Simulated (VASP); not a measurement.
# H (P6_3/mmc) in VASP: further runs

Runs on H. Level: PBE. Tasks: single point.

Program: VASP 6.6.1. These are calculated values, not measurements. Logs are shortened: lines on timing, memory, paths and dates and some standing lists are left out, and cuts for length are marked.

## (1) The cell of the first run

Symmetry: P6_3/mmc, No. 194, hexagonal system. The conventional cell has a = 1.974 Å, b = 1.974 Å, c = 3.171 Å, α = 90.00°, β = 90.00°, γ = 120.00°. Within 2.6 Å of H (site symmetry -6m2) lie 12 H at 1.95 to 1.97 Å.

## (2) Single point, PBE (5.35 Å³/atom)

Contents of INCAR:

```
  PREC = Accurate
  ENCUT = 500
  EDIFF = 1E-6
  ISMEAR = -1
  SIGMA = 0.01
  LREAL = F
  LASPH = T
  NELM = 120
  ALGO = Normal
  ISIF = 2
  LWAVE = F
  LCHARG = T
  GGA = PE
  LELF = T
  LVHAR = T
  NBANDS = 8
  GGA_COMPAT = F
```

Contents of KPOINTS:

```
regular mesh
0
Gamma
  13 13 7
```

Contents of POSCAR:

```
H
1.0
    1.9742154190      0.0000000000      0.0000000000
   -0.9871077095      1.7097207054      0.0000000000
    0.0000000000      0.0000000000      3.1714823542
H
2
Direct
    0.3333333333      0.6666666667      0.2500000000
    0.6666666667      0.3333333333      0.7500000000
```

Potentials or basis: VASP PAW PBE potentials, release 64 (H).

On the command line:

```bash
$ cat potpaw_PBE.64/H/POTCAR > POTCAR
$ mpirun -np 1 vasp_std > vasp.out
```

OUTCAR:

```text
PREC = Accurate
   ENCUT = 500
   EDIFF = 1E-6
   ISMEAR = -1
   LREAL = F
   LASPH = T
   NELM = 120
   ISIF = 2
   GGA = PE

 ion  position               nearest neighbor table
   1  0.333  0.667  0.250-
   2  0.667  0.333  0.750-

  LATTYP: Found a hexagonal cell.
 ALAT       =     1.9742154190
 C/A-ratio  =     1.6064520233

  Lattice vectors:

 A1 = (   1.9742154190,   0.0000000000,   0.0000000000)
 A2 = (  -0.9871077095,   1.7097207054,   0.0000000000)
 A3 = (   0.0000000000,   0.0000000000,   3.1714823542)

Analysis of symmetry for initial positions (statically):
=====================================================================
 Subroutine PRICEL returns:
 Original cell was already a primitive cell.

 Routine SETGRP: Setting up the symmetry group for a
 hexagonal supercell.

 Subroutine GETGRP returns: Found 24 space group operations
 (whereof 12 operations were pure point group operations)
 out of a pool of 24 trial point group operations.

The static configuration has the point symmetry D_3d.
 The point group associated with its full space group is D_6h.

Analysis of symmetry for dynamics (positions and initial velocities):
=====================================================================
 Subroutine PRICEL returns:
 Original cell was already a primitive cell.

 Routine SETGRP: Setting up the symmetry group for a
 hexagonal supercell.

 Subroutine GETGRP returns: Found 24 space group operations
 (whereof 12 operations were pure point group operations)
 out of a pool of 24 trial point group operations.

The dynamic configuration has the point symmetry D_3d.
 The point group associated with its full space group is D_6h.

 Subroutine INISYM returns: Found 24 space group operations
 (whereof 12 operations are pure point group operations),
 and found     1 'primitive' translations

----------------------------------------------------------------------------------------

                                     Primitive cell

  volume of cell :      10.7049

  direct lattice vectors                    reciprocal lattice vectors
     1.974215419  0.000000000  0.000000000     0.506530336  0.292445426  0.000000000
    -0.987107710  1.709720705  0.000000000     0.000000000  0.584890852  0.000000000
     0.000000000  0.000000000  3.171482354     0.000000000  0.000000000  0.315309968

  length of vectors
[... 83 lines left out ...]
   LREAL  =      F    real-space projection
   EDIFFG = 0.1E-04   stopping-criterion for IOM
   NSW    =      0    number of steps for IOM
   IBRION =     -1    ionic relax: 0-MD 1-quasi-New 2-CG
   NFREE  =      0    steps in history (QN), initial steepest desc. (CG)
   ISIF   =      2    stress and relaxation
   ISYM   =      2    0-nonsym 1-usesym 2-fastsym
   POTIM  = 0.5000    time-step for ionic-motion
   TEBEG  =    0.0;   TEEND  =   0.0 temperature during run
   PSTRESS=    0.0 pullay stress
   NELECT =       2.0000    total number of electrons
   NUPDOWN=      -1.0000    fix difference up-down
   EMIN   =  10.00;   EMAX   =-10.00  energy-range for DOS
   EFERMI =   0.00;   METHOD = LEGACY
   ISMEAR =    -1;   SIGMA  =   0.01  broadening in eV -4-tet -1-fermi 0-gaus
   EFERMI_NEDOS =   21; number of points for ismear=-14 and -15
   IALGO  =     38    algorithm
   IMIX   =      4    mixing-type and parameters
     AMIX     =   0.40;   BMIX     =  1.00
     AMIX_MAG =   1.60;   BMIX_MAG =  1.00
  volume/ion in A,a.u.               =       5.35        36.12
  Fermi-wavevector in a.u.,A,eV,Ry     =   0.935889  1.768573 11.917173  0.875887
  Thomas-Fermi vector in A             =   2.062842
   LORBIT       =      0    0 simple, 1 ext, 2 COOP (PROOUT), +10 PAW based schemes
   GGA     = PE    functional components
   LHFCALC =     F    Hartree Fock is set to
   AEXX    =    0.0000 exact exchange contribution
   IVDW    =     0    specifies the selected vdW correction
   LEPSILON=     F    determine dielectric tensor
   LRPA    =     F    only Hartree local field effects (RPA)
 non-spin polarized calculation
  energy-cutoff  :      500.00
  volume of cell :       10.70
 maximum number of plane-waves:       287
   NGX =  7   NGY =  7   NGZ = 11

 number of electron       2.0000000 magnetization

 Free energy of the ion-electron system (eV)
  ---------------------------------------------------
  ext. energy  EPLUGINS =         0.00000000
  ---------------------------------------------------
  free energy    TOTEN  =        -3.74772459 eV

  energy without entropy =       -3.74727252  energy(sigma->0) =       -3.74749855

 E-fermi :  -0.9624     XC(G=0):  -9.1001

 val. band max:       -0.9709727797   @ k =   0.0769   0.0769   0.1429
 cond. band min:      -0.9600701679   @ k =   0.2308   0.0769   0.2857
 fundamental gap:      0.0109026118
 Fermi energy:        -0.9623683914

 k-point     1 :       0.0000    0.0000    0.0000
  band No.  band energies     occupation
      1     -11.3461      2.00000
      2      -0.2222      0.00000
      3       7.4432      0.00000
      4      34.1030      0.00000
      5      34.5022      0.00000
      6      41.3066      0.00000
      7      41.3066      0.00000
      8      43.2838      0.00000
[... 243 lines left out ...]
 k-point    24 :       0.1538   -0.0000    0.1429
  band No.  band energies     occupation
      1      -9.9093      2.00000
      2      -0.7182      0.00000
      3      10.6366      0.00000
      4      25.8797      0.00000
      5      29.4922      0.00000
      6      35.9724      0.00000
      7      37.5806      0.00000
      8      41.4098      0.00000

 [... further k-points ...]

------------------------ aborting loop because EDIFF is reached ----------------------------------------

  FORCE on cell =-STRESS in cart. coord.  units (eV):
  Direction    XX          YY          ZZ          XY          YZ          ZX
  --------------------------------------------------------------------------------------
  -------------------------------------------------------------------------------------
  Total       -1.5333269     -1.5333269     -1.7591653      0.0000000      0.0000000      0.0000000
  in kB     -229.4897695   -229.4897695   -263.2905266      0.0000000      0.0000000      0.0000000
  external PRESSURE =    -240.7566885 kB  Pullay stress =       0.0000000 kB

 VOLUME and BASIS-vectors are now :
 -----------------------------------------------------------------------------
  energy-cutoff  :      500.00
  volume of cell :       10.70
      direct lattice vectors                 reciprocal lattice vectors
     1.974215419  0.000000000  0.000000000     0.506530336  0.292445426  0.000000000
    -0.987107710  1.709720705  0.000000000     0.000000000  0.584890852  0.000000000
     0.000000000  0.000000000  3.171482354     0.000000000  0.000000000  0.315309968

 POSITION                                       TOTAL-FORCE (eV/Angst)
 -----------------------------------------------------------------------------------
     -0.00000      1.13981      0.79287         0.000000     -0.000000      0.000000
      0.98711      0.56991      2.37861        -0.000000      0.000000      0.000000
 -----------------------------------------------------------------------------------
    total drift:                               -0.000000      0.000000     -0.000000

  FREE ENERGIE OF THE ION-ELECTRON SYSTEM (eV)
  ---------------------------------------------------
  free  energy   TOTEN  =        -3.7477245851 eV

  energy  without entropy=       -3.7472725199  energy(sigma->0) =       -3.74749855
```

stdout:

```text
POSCAR found type information on POSCAR H
 POSCAR found :  1 types and       2 ions
 scaLAPACK will be used
 LDA part: xc-table for (Slater+PW92), standard interpolation
 POSCAR, INCAR and KPOINTS ok, starting setup
 FFT: planning ... GRIDC
 FFT: planning ... GRID_SOFT
 FFT: planning ... GRID
 WAVECAR not read
 entering main loop
```

It took 3.4 s on 1 thread of Intel Xeon Platinum 8488C (Sapphire Rapids), shared host; peak memory 0.1 GiB.

Results:

```yaml
Free_energy: -3.7477 eV
Pressure: -24.1 GPa
Band_gap_on_the_k_mesh: zero (bands 1 and 2 overlap by 9.16 eV)
```

Levels at points of the mesh, in eV from the Fermi level:
```tsv
k point	band 1	band 2	band 3	band 4
(0.00, 0.00, 0.00)	-10.38	0.74	8.41	35.07
```

Caveat: the cell stands under tension.

(Part 1 of 2 ends here.)
